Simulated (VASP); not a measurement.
A run of VASP 6.6.1:

File INCAR:

```
SYSTEM = Al2OsN3
PREC     = Accurate       ! precision mode
ENCUT    = 520            ! plane-wave cutoff, eV
EDIFF    = 1E-6           ! SCF threshold, eV
ISMEAR   = 0              ! smearing method
SIGMA    = 0.1            ! smearing width, eV
LREAL    = .False.        ! projectors in reciprocal space
LASPH    = .True.         ! aspherical terms in the spheres
NELM     = 150            ! most SCF steps
ALGO     = Normal         ! electronic algorithm
ISIF     = 2              ! what is computed and relaxed
LWAVE    = .False.        ! write WAVECAR
LCHARG   = .False.        ! write CHGCAR
ISPIN    = 2              ! spin polarisation
MAGMOM   = 0 0 1 0 0 0    ! initial moments
LORBIT   = 11             ! projections on sites
LMAXMIX  = 4              ! l up to which the mixer works
GGA      = PE             ! functional
NBANDS   = 28             ! bands
```

The input KPOINTS:

```
Automatic mesh
0
Gamma
  6 6 6
  0 0 0
```

The input POSCAR:

```
Al2OsN3
1.0
    2.2202187000      1.2818438600      3.9442876400
   -2.2202187000      1.2818438600      3.9442876400
    0.0000000000     -2.5636877300      3.9442876400
Al Os N
2 1 3
Direct
    0.8785759800      0.8785759800      0.8785759800
    0.1214240200      0.1214240200      0.1214240200
    0.5000000000      0.5000000000      0.5000000000
    0.5000000000      0.0000000000      0.5000000000
    0.5000000000      0.5000000000      0.0000000000
    0.0000000000      0.5000000000      0.5000000000
```

Potentials or basis: VASP PAW PBE potentials, release 64 (Al, Os, N).

Command:

```bash
$ cat potpaw_PBE.64/Al/POTCAR potpaw_PBE.64/Os/POTCAR potpaw_PBE.64/N/POTCAR > POTCAR
$ mpirun -np 1 vasp_std > vasp.out
```

Hardware: 1 thread of Intel(R) Xeon(R) 6975P-C (Granite Rapids), on a shared host.

Task: How long does it take, and how much memory?

Result: Run time: 2 min on 1 thread of Intel(R) Xeon(R) 6975P-C (Granite Rapids), on a shared host, peak memory 0.29 GiB. Counts: scf iterations 15, k points 32.
